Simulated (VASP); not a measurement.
# CaSe (F-43m) in VASP: settings compared, part 2 of 3

VASP 6.6.1.

### Step 3. Single point, BLYP+D3(BJ)

This run uses another cell than the first one, of 33.76 Å³/atom.

File INCAR:

```
AGGAC = 1.0
AGGAX = 1.0
ALDAC = 0.0
ALDAX = 1.0
ALGO = Normal
EDIFF = 1E-6
ENCUT = 520
GGA = B5
ISIF = 2
ISMEAR = 0
IVDW = 12
LASPH = T
LCHARG = F
LREAL = F
LWAVE = F
NBANDS = 15
NELM = 80
PREC = Accurate
SIGMA = 0.01
VDW_A1 = 0.4298
VDW_A2 = 4.2359
VDW_S6 = 1.0
VDW_S8 = 2.6996
```

File KPOINTS:

```
k-points
0
Gamma
  6 6 6
```

File POSCAR:

```
CaSe
1.0
    0.0000000000      3.2318641102      3.2318641102
    3.2318641102      0.0000000000      3.2318641102
    3.2318641102      3.2318641102      0.0000000000
Ca Se
1 1
Direct
    0.0000000000      0.0000000000      0.0000000000
    0.7500000000      0.7500000000      0.7500000000
```

Potentials or basis: VASP PAW PBE potentials, release 64 (Ca_sv, Se).

Run with:

```
$ cat potpaw_PBE.64/Ca_sv/POTCAR potpaw_PBE.64/Se/POTCAR > POTCAR
$ mpirun -np 1 vasp_std > vasp.out
```

OUTCAR:

```text
EDIFF = 1E-6
   ENCUT = 520
   GGA = B5
   ISIF = 2
   ISMEAR = 0
   IVDW = 12
   LASPH = T
   LREAL = F
   NELM = 80
   PREC = Accurate
 IVDW          = 12

 ion  position               nearest neighbor table
   1  0.000  0.000  0.000-   2 2.80   2 2.80   2 2.80   2 2.80
   2  0.750  0.750  0.750-   1 2.80   1 2.80   1 2.80   1 2.80

  LATTYP: Found a face centered cubic cell.
 ALAT       =     6.4637282204

  Lattice vectors:

 A1 = (   0.0000000000,   3.2318641102,   3.2318641102)
 A2 = (   3.2318641102,   0.0000000000,   3.2318641102)
 A3 = (   3.2318641102,   3.2318641102,   0.0000000000)

Analysis of symmetry for initial positions (statically):
=====================================================================
 Subroutine PRICEL returns:
 Original cell was already a primitive cell.

 Routine SETGRP: Setting up the symmetry group for a
 face centered cubic supercell.

 Subroutine GETGRP returns: Found 24 space group operations
 (whereof 24 operations were pure point group operations)
 out of a pool of 48 trial point group operations.

The static configuration has the point symmetry T_d .

Analysis of symmetry for dynamics (positions and initial velocities):
=====================================================================
 Subroutine PRICEL returns:
 Original cell was already a primitive cell.

 Routine SETGRP: Setting up the symmetry group for a
 face centered cubic supercell.

 Subroutine GETGRP returns: Found 24 space group operations
 (whereof 24 operations were pure point group operations)
 out of a pool of 48 trial point group operations.

The dynamic configuration has the point symmetry T_d .

 Subroutine INISYM returns: Found 24 space group operations
 (whereof 24 operations are pure point group operations),
 and found     1 'primitive' translations

----------------------------------------------------------------------------------------

                                     Primitive cell

  volume of cell :      67.5133

[... 109 lines left out ...]
   LRPA    =     F    only Hartree local field effects (RPA)
 non-spin polarized calculation
 Gauss-broadening in eV      SIGMA  =   0.01
  energy-cutoff  :      520.00
  volume of cell :       67.51
 maximum number of plane-waves:      1853
 NGX is ok and might be reduce to    36
   NGX = 17   NGY = 17   NGZ = 17

 number of electron      16.0000001 magnetization

 Free energy of the ion-electron system (eV)
  ---------------------------------------------------
  ext. energy  EPLUGINS =         0.00000000
  ---------------------------------------------------
  free energy    TOTEN  =        -8.16019396 eV

  energy without entropy =       -8.16019396  energy(sigma->0) =       -8.16019396

 E-fermi :   0.4010     XC(G=0):  -7.3386

 val. band max:        0.2415341477   @ k =  -0.3333   0.3333   0.0000
 cond. band min:       3.7001967181   @ k =   0.0000   0.0000   0.0000
 fundamental gap:      3.4586625704
 Fermi energy:         0.4010130975

 k-point     1 :       0.0000    0.0000    0.0000
  band No.  band energies     occupation
      1     -38.6307      2.00000
      2     -19.7619      2.00000
      3     -19.7619      2.00000
      4     -19.7619      2.00000
      5     -10.1630      2.00000
      6       0.1172      2.00000
      7       0.1172      2.00000
      8       0.1172      2.00000
      9       3.7002      0.00000
     10       5.5989      0.00000
     11       5.5989      0.00000
     12       7.7467      0.00000
     13       7.7467      0.00000
     14       7.7467      0.00000
[... 257 lines left out ...]
      2     -19.8153      2.00000
      3     -19.7833      2.00000
      4     -19.7782      2.00000
      5      -9.7824      2.00000
      6      -0.7770      2.00000
      7      -0.1498      2.00000
      8       0.1798      2.00000
      9       4.0056      0.00000
     10       5.2631      0.00000
     11       6.1618      0.00000
     12       6.4501      0.00000
     13       6.9585      0.00000
     14       8.8538      0.00000
     15       9.7028      0.00000

------------------------ aborting loop because EDIFF is reached ----------------------------------------

 Edisp (eV)   -1.20914

 E8    (eV) :    -0.9067

  FORCE on cell =-STRESS in cart. coord.  units (eV):
  Direction    XX          YY          ZZ          XY          YZ          ZX
  --------------------------------------------------------------------------------------
  -------------------------------------------------------------------------------------
  Total       0.06324     0.06324     0.06324     0.00000    -0.00000     0.00000
  in kB       1.50085     1.50085     1.50085     0.00000    -0.00000     0.00000
  external pressure =        1.50 kB  Pullay stress =        0.00 kB

 VOLUME and BASIS-vectors are now :
 -----------------------------------------------------------------------------
  energy-cutoff  :      520.00
  volume of cell :       67.51
      direct lattice vectors                 reciprocal lattice vectors
     0.000000000  3.231864110  3.231864110    -0.154709475  0.154709475  0.154709475
     3.231864110  0.000000000  3.231864110     0.154709475 -0.154709475  0.154709475
     3.231864110  3.231864110  0.000000000     0.154709475  0.154709475 -0.154709475

 POSITION                                       TOTAL-FORCE (eV/Angst)
 -----------------------------------------------------------------------------------
      0.00000      0.00000      0.00000        -0.000000      0.000000      0.000000
      4.84780      4.84780      4.84780         0.000000     -0.000000     -0.000000
 -----------------------------------------------------------------------------------
    total drift:                                0.000000      0.000000      0.000000

  FREE ENERGIE OF THE ION-ELECTRON SYSTEM (eV)
  ---------------------------------------------------
  free  energy   TOTEN  =        -9.3693304406 eV

  energy  without entropy=       -9.3693304406  energy(sigma->0) =       -9.36933044
```

OSZICAR:

```text
N       E                     dE             d eps       ncg     rms          rms(c)
DAV:   1     0.107485490792E+03    0.10749E+03   -0.71219E+03   480   0.940E+02
DAV:   2    -0.312393945350E+01   -0.11061E+03   -0.10460E+03   585   0.233E+02
DAV:   3    -0.834607215692E+01   -0.52221E+01   -0.51692E+01   677   0.472E+01
DAV:   4    -0.873578131826E+01   -0.38971E+00   -0.38932E+00   694   0.104E+01
DAV:   5    -0.873846628817E+01   -0.26850E-02   -0.26849E-02   663   0.102E+00    0.440E+00
DAV:   6    -0.822513258553E+01    0.51333E+00   -0.68583E-01   536   0.345E+00    0.248E+00
DAV:   7    -0.815508786348E+01    0.70045E-01   -0.25347E-01   655   0.251E+00    0.109E+00
DAV:   8    -0.815976422200E+01   -0.46764E-02   -0.25579E-02   585   0.132E+00    0.186E-01
DAV:   9    -0.815967875352E+01    0.85468E-04   -0.23894E-03   578   0.465E-01    0.950E-02
DAV:  10    -0.816011881868E+01   -0.44007E-03   -0.50424E-04   522   0.145E-01    0.359E-02
DAV:  11    -0.816019484018E+01   -0.76021E-04   -0.12143E-04   550   0.777E-02    0.106E-02
DAV:  12    -0.816019288799E+01    0.19522E-05   -0.82903E-06   627   0.212E-02    0.313E-03
DAV:  13    -0.816019394342E+01   -0.10554E-05   -0.19806E-06   556   0.949E-03    0.173E-03
DAV:  14    -0.816019396478E+01   -0.21365E-07   -0.43806E-08   471   0.191E-03
   1 F= -.93693304E+01 E0= -.93693304E+01  d E =-.109575-113
```

stdout:

```text
POSCAR found type information on POSCAR CaSe
 POSCAR found :  2 types and       2 ions
 scaLAPACK will be used
 -----------------------------------------------------------------------------
|                                                                             |
|                                                                             |
|     You enforced a specific xc type in the INCAR file but a different       |
|     I HOPE YOU KNOW WHAT YOU ARE DOING!                                     |
|                                                                             |
 -----------------------------------------------------------------------------

 LDA part: xc-table for (Slater(with rela. corr.)+VWN5), standard interpolation
 POSCAR, INCAR and KPOINTS ok, starting setup
 FFT: planning ... GRIDC
 FFT: planning ... GRID_SOFT
 FFT: planning ... GRID
 WAVECAR not read
 entering main loop
```

Run time: 52 s. Hardware: 1 thread of Intel Xeon 8259CL, shared host; peak memory 0.21 GiB.

Results:

| Property | Result |
| --- | --- |
| Free energy | -9.3693 eV |
| Pressure | 0.2 GPa |
| Band gap on the k mesh | 3.46 eV (least direct gap 3.58 eV) |
| Dispersion energy per atom | -0.605 eV |

Caveat: the PAW data sets were made with another functional, which shifts forces and pressure a little.

### Step 4. Single point, PBEsol

This run uses another cell than the first one, of 34.38 Å³/atom.

File INCAR:

```
PREC = Accurate ; ENCUT = 520
EDIFF = 1E-6 ; ISMEAR = 0
SIGMA = 0.01 ; LREAL = False
LASPH = True ; NELM = 60
ALGO = Normal ; ISIF = 2
LWAVE = False ; LCHARG = False
GGA = PS ; NBANDS = 15
```

File KPOINTS:

```
Automatic mesh
0
Gamma
  6 6 6
```

File POSCAR:

```
CaSe
1.0
    0.0000000000      3.2515596369      3.2515596369
    3.2515596369      0.0000000000      3.2515596369
    3.2515596369      3.2515596369      0.0000000000
Ca Se
1 1
Direct
    0.0000000000      0.0000000000      0.0000000000
    0.7500000000      0.7500000000      0.7500000000
```

Run with:

```
$ cat potpaw_PBE.64/Ca_sv/POTCAR potpaw_PBE.64/Se/POTCAR > POTCAR
$ mpirun -np 1 vasp_std > vasp.out
```

Wall time 28 s (1 thread of Intel Xeon 8259CL, shared host); peak memory 0.21 GiB.

Results (log left out):

```yaml
Free_energy: -9.4277 eV
Pressure: 0.1 GPa
Band_gap_on_the_k_mesh: 3.14 eV (least direct gap 3.24 eV)
```

Levels at points of the mesh, in eV from the valence-band top:
```
           k point  band 4  band 5  band 6  band 7  band 8  band 9  band 10  band 11  band 12  band 13
(0.00, 0.00, 0.00)  -19.85  -10.37   -0.10   -0.10   -0.10    3.14     5.42     5.42     7.54     7.54
(0.50, 0.00, 0.00)  -19.86  -10.09   -1.28   -0.02   -0.02    5.08     5.53     5.53     5.84     6.46
(0.50, 0.50, 0.00)  -19.87   -9.99   -1.30   -0.03   -0.03    3.45     4.99     6.19     6.19     6.21
```

Caveat: the PAW data sets were made with another functional, which shifts forces and pressure a little.

### Step 5. Relaxation of cell and atoms, LDA

This run uses another cell than the first one, of 35.94 Å³/atom.

File INCAR:

```
SYSTEM = CaSe
ALGO = Normal
EDIFF = 1E-7
EDIFFG = -0.01
ENCUT = 600
GGA = CA
IBRION = 2
ISIF = 3
ISMEAR = 0
LASPH = .True.
LCHARG = .False.
LREAL = .False.
LWAVE = .False.
NELM = 100
NSW = 80
PREC = Accurate
SIGMA = 0.01
```

File KPOINTS:

```
k-points
0
Gamma
  6 6 6
  0 0 0
```

File POSCAR:

```
CaSe
1.0
    0.0000000000      3.3000000000      3.3000000000
    3.3000000000      0.0000000000      3.3000000000
    3.3000000000      3.3000000000      0.0000000000
Ca Se
1 1
Direct
    0.0000000000      0.0000000000      0.0000000000
    0.7500000000      0.7500000000      0.7500000000
```

Potentials or basis: VASP PAW LDA potentials, release 64 (Ca_sv, Se).

Run with:

```
$ cat potpaw_LDA.64/Ca_sv/POTCAR potpaw_LDA.64/Se/POTCAR > POTCAR
$ mpirun -np 1 vasp_std > vasp.out
```

It took 77 s on 1 thread of Intel Xeon 8259CL, shared host; peak memory 0.2 GiB.

The run converged. Its results:

```
Free energy                           : -9.8604 eV
Relaxed volume                        : 33.21 Å³/atom
Relaxed cell                          : a = 4.546 Å, b = 4.546 Å, c = 4.546 Å, α = 60.00°, β = 60.00°, γ = 60.00°
Space group after relaxing (to 0.1 Å) : F-43m (No. 216)
Energy gained by relaxing             : 23.1 meV/atom
Ionic steps                           : 3
Pressure after relaxing               : 0.0 GPa
Band gap on the k mesh                : 3.13 eV (least direct gap 3.26 eV)
```

The path:
```
step  energy change (eV)  largest force (eV/Å)  pressure (GPa)  volume (Å³)
   1              0.0000                0.0000           -2.55        71.87
   2             -0.0459                0.0000            0.19        66.10
   3             -0.0461                0.0000            0.00        66.43
```

Final structure:
```yaml
crystal:
  lattice:
    - [0.00000, 3.21443, 3.21443]
    - [3.21443, 0.00000, 3.21443]
    - [3.21443, 3.21443, 0.00000]
  atoms:
    - { symbol: Ca, position: [0.00000, 0.00000, 0.00000] }
    - { symbol: Se, position: [0.75000, 0.75000, 0.75000] }
```

Levels at points of the mesh, in eV from the valence-band top:
| k point | band 5 | band 6 | band 7 | band 8 | band 9 | band 10 | band 11 | band 12 |
| --- | --- | --- | --- | --- | --- | --- | --- | --- |
| (0.00, 0.00, 0.00) | -10.44 | -0.13 | -0.13 | -0.13 | 3.13 | 5.37 | 5.37 | 7.61 |
| (0.50, 0.00, 0.00) | -10.12 | -1.33 | -0.03 | -0.03 | 5.06 | 5.50 | 5.50 | 5.87 |
| (0.50, 0.50, 0.00) | -10.02 | -1.38 | -0.02 | -0.02 | 3.36 | 4.96 | 6.18 | 6.18 |

A k mesh can miss the band edges.

### Step 6. Relaxation of cell and atoms, BLYP+D3(BJ)

This run uses another cell than the first one, of 35.94 Å³/atom.

File INCAR:

```
AGGAC = 1.0
AGGAX = 1.0
ALDAC = 0.0
ALDAX = 1.0
ALGO = Normal
EDIFF = 1E-6
EDIFFG = -0.01
ENCUT = 600
GGA = B5
IBRION = 2
ISIF = 3
ISMEAR = 0
IVDW = 12
LASPH = T
LCHARG = F
LREAL = F
LWAVE = F
NELM = 80
NSW = 80
PREC = Accurate
SIGMA = 0.01
VDW_A1 = 0.4298
VDW_A2 = 4.2359
VDW_S6 = 1.0
VDW_S8 = 2.6996
```

File KPOINTS:

```
k-points
0
Gamma
  6 6 6
```

POSCAR is that of step 5.

Potentials or basis: VASP PAW PBE potentials, release 64 (Ca_sv, Se).

Run with:

```
$ cat potpaw_PBE.64/Ca_sv/POTCAR potpaw_PBE.64/Se/POTCAR > POTCAR
$ mpirun -np 1 vasp_std > vasp.out
```

OUTCAR:

```text
EDIFF = 1E-6
   EDIFFG = -0.01
   ENCUT = 600
   GGA = B5
   IBRION = 2
   ISIF = 3
   ISMEAR = 0
   IVDW = 12
   LASPH = T
   LREAL = F
   NELM = 80
   NSW = 80
   PREC = Accurate
 IVDW          = 12

 ion  position               nearest neighbor table
   1  0.000  0.000  0.000-   2 2.86   2 2.86   2 2.86   2 2.86
   2  0.750  0.750  0.750-   1 2.86   1 2.86   1 2.86   1 2.86

  LATTYP: Found a face centered cubic cell.
 ALAT       =     6.6000000000

  Lattice vectors:

 A1 = (   0.0000000000,   3.3000000000,   3.3000000000)
 A2 = (   3.3000000000,   0.0000000000,   3.3000000000)
 A3 = (   3.3000000000,   3.3000000000,   0.0000000000)

Analysis of symmetry for initial positions (statically):
=====================================================================
 Subroutine PRICEL returns:
 Original cell was already a primitive cell.

 Routine SETGRP: Setting up the symmetry group for a
 face centered cubic supercell.

 Subroutine GETGRP returns: Found 24 space group operations
 (whereof 24 operations were pure point group operations)
 out of a pool of 48 trial point group operations.

The static configuration has the point symmetry T_d .

Analysis of symmetry for dynamics (positions and initial velocities):
=====================================================================
 Subroutine PRICEL returns:
 Original cell was already a primitive cell.

[... 128 lines left out ...]
   LRPA    =     F    only Hartree local field effects (RPA)
 conjugate gradient relaxation of ions
 non-spin polarized calculation
 Gauss-broadening in eV      SIGMA  =   0.01
  energy-cutoff  :      600.00
  volume of cell :       71.87
 maximum number of plane-waves:      2424
 NGX is ok and might be reduce to    40
   NGX = 19   NGY = 19   NGZ = 19

--------------------------------------- Ionic step        1  -------------------------------------------

 number of electron      16.0000001 magnetization

 Free energy of the ion-electron system (eV)
  ---------------------------------------------------
  ext. energy  EPLUGINS =         0.00000000
  ---------------------------------------------------
  free energy    TOTEN  =        -8.22146231 eV

  energy without entropy =       -8.22146231  energy(sigma->0) =       -8.22146231

------------------------ aborting loop because EDIFF is reached ----------------------------------------

 Edisp (eV)   -1.12303

 E8    (eV) :    -0.8412
[... 71 lines left out ...]
--------------------------------------- Ionic step        3  -------------------------------------------

 number of electron      15.9999999 magnetization

 Free energy of the ion-electron system (eV)
  ---------------------------------------------------
  ext. energy  EPLUGINS =         0.00000000
  ---------------------------------------------------
  free energy    TOTEN  =        -8.16645127 eV

  energy without entropy =       -8.16645127  energy(sigma->0) =       -8.16645127

 E-fermi :   0.3732     XC(G=0):  -7.3227

 val. band max:        0.2223067736   @ k =  -0.3333   0.3333   0.0000
 cond. band min:       3.6671222334   @ k =   0.0000   0.0000   0.0000
 fundamental gap:      3.4448154598
 Fermi energy:         0.3731701849

 k-point     1 :       0.0000    0.0000    0.0000
  band No.  band energies     occupation
      1     -38.6675      2.00000
      2     -19.7978      2.00000
      3     -19.7978      2.00000
      4     -19.7978      2.00000
      5     -10.1763      2.00000
      6       0.1005      2.00000
      7       0.1005      2.00000
      8       0.1005      2.00000
      9       3.6671      0.00000
     10       5.5697      0.00000
     11       5.5697      0.00000
     12       7.7037      0.00000
[... 256 lines left out ...]
  FREE ENERGIE OF THE ION-ELECTRON SYSTEM (eV)
  ---------------------------------------------------
  free  energy   TOTEN  =        -9.3693798147 eV

  energy  without entropy=       -9.3693798147  energy(sigma->0) =       -9.36937981

 reached required accuracy - stopping structural energy minimisation
```

OSZICAR:

```text
N       E                     dE             d eps       ncg     rms          rms(c)
DAV:   1     0.120411447414E+03    0.12041E+03   -0.79495E+03   384   0.132E+03
DAV:   2    -0.130079626897E+01   -0.12171E+03   -0.11631E+03   428   0.278E+02
DAV:   3    -0.816300018001E+01   -0.68622E+01   -0.67929E+01   480   0.633E+01
[... 25 lines left out ...]
DAV:   2    -0.816669746005E+01    0.85038E-03   -0.23101E-03   448   0.510E-01    0.969E-02
DAV:   3    -0.816643951658E+01    0.25794E-03   -0.12936E-03   664   0.323E-01    0.327E-02
DAV:   4    -0.816644327937E+01   -0.37628E-05   -0.39942E-05   480   0.750E-02    0.182E-02
DAV:   5    -0.816645125118E+01   -0.79718E-05   -0.30097E-05   628   0.346E-02    0.251E-03
DAV:   6    -0.816645126631E+01   -0.15128E-07   -0.54816E-07   288   0.679E-03
   3 F= -.93693798E+01 E0= -.93693798E+01  d E =-.248872E-01
```

It took 2.6 min on 1 thread of Intel Xeon 8259CL, shared host; peak memory 0.25 GiB.

What came out:

| Item | Value |
| --- | --- |
| Free energy | -9.3694 eV |
| Relaxed volume | 33.90 Å³/atom |
| Relaxed cell | a = 4.577 Å, b = 4.577 Å, c = 4.577 Å, α = 60.00°, β = 60.00°, γ = 60.00° |
| Space group after relaxing (to 0.1 Å) | F-43m (No. 216) |
| Energy gained by relaxing | 12.4 meV/atom |
| Ionic steps | 3 |
| Pressure after relaxing | 0.0 GPa |
| Band gap on the k mesh | 3.44 eV (least direct gap 3.57 eV) |
| Dispersion energy per atom | -0.601 eV |

The path:
| step | energy change (eV) | largest force (eV/Å) | pressure (GPa) | volume (Å³) |
| --- | --- | --- | --- | --- |
| 1 | 0.0000 | 0.0000 | -1.88 | 71.87 |
| 2 | -0.0248 | 0.0000 | 0.13 | 67.57 |
| 3 | -0.0249 | 0.0000 | 0.01 | 67.81 |

Final structure:
```xyz
2
Lattice="0.0000 3.2366 3.2366 3.2366 0.0000 3.2366 3.2366 3.2366 0.0000" Properties=species:S:1:pos:R:3 pbc="T T T"
Ca    0.0000    0.0000    0.0000
Se    4.8549    4.8549    4.8549
```

Levels at points of the mesh, in eV from the valence-band top:
```csv
k point,band 4,band 5,band 6,band 7,band 8,band 9,band 10,band 11,band 12
"(0.00, 0.00, 0.00)",-20.02,-10.40,-0.12,-0.12,-0.12,3.44,5.35,5.35,7.48
"(0.50, 0.00, 0.00)",-20.03,-10.11,-1.23,-0.02,-0.02,5.17,5.50,5.50,6.05
"(0.50, 0.50, 0.00)",-20.04,-10.02,-1.28,-0.02,-0.02,3.61,5.04,6.10,6.10
```

Caveat: the PAW data sets were made with another functional, which shifts forces and pressure a little. A k mesh can miss the band edges.

[end of part 2 of 3]
